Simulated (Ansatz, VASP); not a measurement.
Mg3Se: VASP beside Ansatz

File INCAR:

```
SYSTEM = Mg3Se
PREC     = Accurate       ! precision mode
ENCUT    = 600            ! plane-wave cutoff, eV
EDIFF    = 1E-7           ! SCF threshold, eV
ISMEAR   = 0              ! smearing method
SIGMA    = 0.1            ! smearing width, eV
LREAL    = .FALSE.        ! projectors in reciprocal space
LASPH    = .TRUE.         ! aspherical terms in the spheres
NELM     = 80             ! most SCF steps
ALGO     = Normal         ! electronic algorithm
ISIF     = 3              ! what is computed and relaxed
LWAVE    = .FALSE.        ! write WAVECAR
LCHARG   = .FALSE.        ! write CHGCAR
GGA      = PE             ! functional
IBRION   = 2              ! ionic algorithm
NSW      = 90             ! ionic steps
EDIFFG   = -0.04          ! ionic threshold
```

Contents of KPOINTS:

```
Automatic mesh
0
G
  4 4 4
  0 0 0
```

POSCAR

```
Mg3Se
1.0
    4.5365868400      0.0000000000      0.0000000000
    0.0000000000      4.5365868400      0.0000000000
    0.0000000000      0.0000000000      4.4046882700
Mg Se
3 1
Direct
    0.0000000000      0.5000000000      0.0000000000
    0.5000000000      0.0000000000      0.0000000000
    0.0000000000      0.0000000000      0.0000000000
    0.5000000000      0.5000000000      0.0000000000
```

Input for Ansatz:

```yaml
crystal:
  lattice:
    - [4.53658684, 0.0, 0.0]
    - [0.0, 4.53658684, 0.0]
    - [0.0, 0.0, 4.40468827]
  atoms:
    - { symbol: Mg, position: [0.0, 0.5, 0.0] }
    - { symbol: Mg, position: [0.5, 0.0, 0.0] }
    - { symbol: Mg, position: [0.0, 0.0, 0.0] }
    - { symbol: Se, position: [0.5, 0.5, 0.0] }
basis:
  ecutwfc: 420
kpoints:
  mp_grid: { grid: [4, 4, 4] }
hamiltonian:
  xc: pbe
scf:
  occupations: { method: gaussian, width: 0.1 }
  lower_state_search: "off"
output:
  forces: true
  stress: true
  eigenvalues: true
relax:
  adjacent_minimum: "off"
  f_tol: 0.04
  max_steps: 70
  cell: { stress_tol: 0.4 }
```

Alike in both runs: task relaxation of cell and atoms; functional PBE; k mesh 4 × 4 × 4; occupations gaussian, width 0.1 eV; no spin polarisation.

|  | VASP | Ansatz |
| --- | --- | --- |
| version | VASP 6.6.1 | Ansatz 0.2.0 |
| potentials or method | VASP PAW PBE potentials, release 64 (Mg, Se), cutoff 600 eV | scalar-relativistic, plane waves, PAW |
| valence electrons in the cell | 12 | 46 |

|  | VASP | Ansatz | Ansatz less VASP |
| --- | --- | --- | --- |
| gap on the k mesh at the Fermi level, each at its own relaxed structure (eV) | none | none | - |
| relaxed volume (Å³/atom) | 25.10 | 25.23 | +0.130 |
| relaxed length of the cell vector where the two differ most in proportion (Å) | 5.770 | 5.790 | +0.0196 |

A gap of «none» marks a metal or a gap that the smearing closes. VASP's potentials hold 12 valence electrons a cell and Ansatz's 46, so a difference there can come from the potentials and not from the codes.
